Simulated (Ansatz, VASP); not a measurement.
## Al2Cu: VASP beside Ansatz

```
CELL_PARAMETERS angstrom
4.05472 0.00000 0.00000
0.00000 5.73398 0.00000
0.00000 0.00000 25.13679
ATOMIC_POSITIONS crystal
Al 0.00000 0.25049 0.29881
Al 0.00000 0.74951 0.29881
Al 0.50000 0.75056 0.37835
Al 0.50000 0.24944 0.37835
Al 0.00000 0.24985 0.45953
Al 0.00000 0.75015 0.45953
Al 0.50000 0.74985 0.54047
Al 0.50000 0.25015 0.54047
Al 0.00000 0.25056 0.62165
Al 0.00000 0.74944 0.62165
Al 0.50000 0.75049 0.70119
Al 0.50000 0.24951 0.70119
Cu 0.50000 0.00000 0.29874
Cu 0.00000 0.50000 0.37906
Cu 0.50000 0.00000 0.45970
Cu 0.00000 0.50000 0.54030
Cu 0.50000 0.00000 0.62094
Cu 0.00000 0.50000 0.70126
```

Alike in both runs: functional r2SCAN; k mesh 9 × 6 × 1; occupations gaussian, width 0.1 eV; no spin polarisation.

Ansatz relaxed the structure, and its values are those at the end. VASP's run is a single point on that final structure, the one shown.

|  | VASP | Ansatz |
| --- | --- | --- |
| version | VASP 6.6.1 | Ansatz 0.2.0 |
| potentials or method | VASP PAW PBE potentials, release 64 (Al, Cu), cutoff 520 eV | scalar-relativistic, plane waves, PAW |
| valence electrons in the cell | 102 | 150 |

Ansatz gave:

* gap on the k mesh at the Fermi level (eV): none
* rms of the force components (eV/Å): 0.003

Question: Estimate VASP's values.

Answer: gap on the k mesh at the Fermi level (eV): none; rms of the force components (eV/Å): 0.006.

VASP's potentials were made for PBE, not for r2SCAN. A gap of «none» marks a metal or a gap that the smearing closes. With one functional, cell and mesh, what is left measures potentials, basis and numerics. VASP's potentials hold 102 valence electrons a cell and Ansatz's 150, so a difference there can come from the potentials and not from the codes. Ansatz's warnings: xc potential rough in thin density.
